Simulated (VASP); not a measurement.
Wanted: the native input for a VASP 6.6.1 run.

| Property | Result |
| --- | --- |
| Task | single point |
| Functional | PBE |
| Potentials or basis | VASP PAW PBE potentials, release 64 (Al, Ni) |
| Cutoff | 520 eV |
| k mesh | 20 × 20 × 20 |
| Occupations | gaussian, width 0.05 eV |
| Spin | collinear spin, ferromagnetic start |
| Starting moments | [0.0, 0.5, 0.5, 0.5] μB |
| Dipole correction | no |
| Further INCAR settings | ALGO = Normal; EDIFF = 1e-07; NBANDS = 28 |

The structure of AlNi3 lies in POSCAR:

```
AlNi3
1.0
    3.3878566600      0.0000000000      0.0000000000
    0.0000000000      3.3878566600      0.0000000000
    0.0000000000      0.0000000000      3.3878566600
Al Ni
1 3
Direct
    0.0000000000      0.0000000000      0.0000000000
    0.0000000000      0.5000000000      0.5000000000
    0.5000000000      0.0000000000      0.5000000000
    0.5000000000      0.5000000000      0.0000000000
```

One way to write it, as run:

INCAR

```
  PREC = Accurate
  ENCUT = 520
  EDIFF = 1E-7
  ISMEAR = 0
  SIGMA = 0.05
  LREAL = False
  LASPH = True
  NELM = 150
  ALGO = Normal
  ISIF = 2
  LWAVE = False
  LCHARG = False
  ISPIN = 2
  MAGMOM = 0 0.5 0.5 0.5
  LORBIT = 11
  LMAXMIX = 4
  GGA = PE
  NBANDS = 28
  KPAR = 2
```

KPOINTS

```
regular mesh
0
Gamma
  20 20 20
```

Potentials or basis: VASP PAW PBE potentials, release 64 (Al, Ni).

Run with:

```bash
$ cat potpaw_PBE.64/Al/POTCAR potpaw_PBE.64/Ni/POTCAR > POTCAR
$ mpirun -np 2 vasp_std > vasp.out
```

It gave:

```yaml
Pressure: 39.7 GPa
Net_moment: 0.66 μB per cell
Site_moments: Al -0.01; Ni +0.23 μB
Valence_electrons_inside_the_program's_atomic_spheres: Al 0.89; Ni 9.70
```

Caveat: the cell stands under pressure.

Wall time 3.8 min on 2 MPI ranks on Intel(R) Xeon(R) 6975P-C (Granite Rapids) (shared host), peak memory 0.5 GiB a rank.
